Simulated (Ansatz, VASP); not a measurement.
## Hf in VASP and in Ansatz

The input INCAR:

```
SYSTEM = Hf
PREC = Accurate
ENCUT = 500
EDIFF = 1E-6
ISMEAR = 0
SIGMA = 0.025
LREAL = .False.
LASPH = .True.
NELM = 120
ALGO = Normal
ISIF = 2
LWAVE = .False.
LCHARG = .False.
GGA = PE
NBANDS = 11
GGA_COMPAT = .False.
```

File KPOINTS:

```
regular mesh
0
Gamma
  10 10 10
  0 0 0
```

The input POSCAR:

```
Hf
1.0
   -1.8050000000      1.8050000000      1.8050000000
    1.8050000000     -1.8050000000      1.8050000000
    1.8050000000      1.8050000000     -1.8050000000
Hf
1
Direct
    0.0000000000      0.0000000000      0.0000000000
```

The input input.yaml:

```yaml
crystal:
  lattice:
    - [-1.805, 1.805, 1.805]
    - [1.805, -1.805, 1.805]
    - [1.805, 1.805, -1.805]
  atoms:
    - { symbol: Hf, position: [0.0, 0.0, 0.0] }
hamiltonian:
  xc: pbe
  pseudopotentials: { kind: paw }
kpoints:
  mp_grid: { grid: [10, 10, 10] }
scf:
  occupations: { method: gaussian, width: 0.025 }
output:
  forces: true
  stress: true
  eigenvalues: true
```

Alike in both runs: task single point; functional PBE; k mesh 10 × 10 × 10; occupations gaussian, width 0.025 eV; no spin polarisation.

|  | VASP | Ansatz |
| --- | --- | --- |
| version | VASP 6.6.1 | Ansatz 0.2.0 |
| potentials or method | VASP PAW PBE potentials, release 64 (Hf_pv) | Ansatz PAW |
| plane-wave cutoff (eV) | 500 | 420 |
| valence electrons in the cell | 10 | 26 |

Ansatz gave:

```
gap on the k mesh at the Fermi level (eV) : none
pressure (GPa)                            : -5.0
```

Question: Estimate VASP's values.

Answer: gap on the k mesh at the Fermi level (eV): none; pressure (GPa): -5.3.

A gap of «none» marks a metal or a gap that the smearing closes. VASP's potentials hold 10 valence electrons a cell and Ansatz's 26, so a difference there can come from the potentials and not from the codes.

Neither program's run includes spin-orbit coupling.
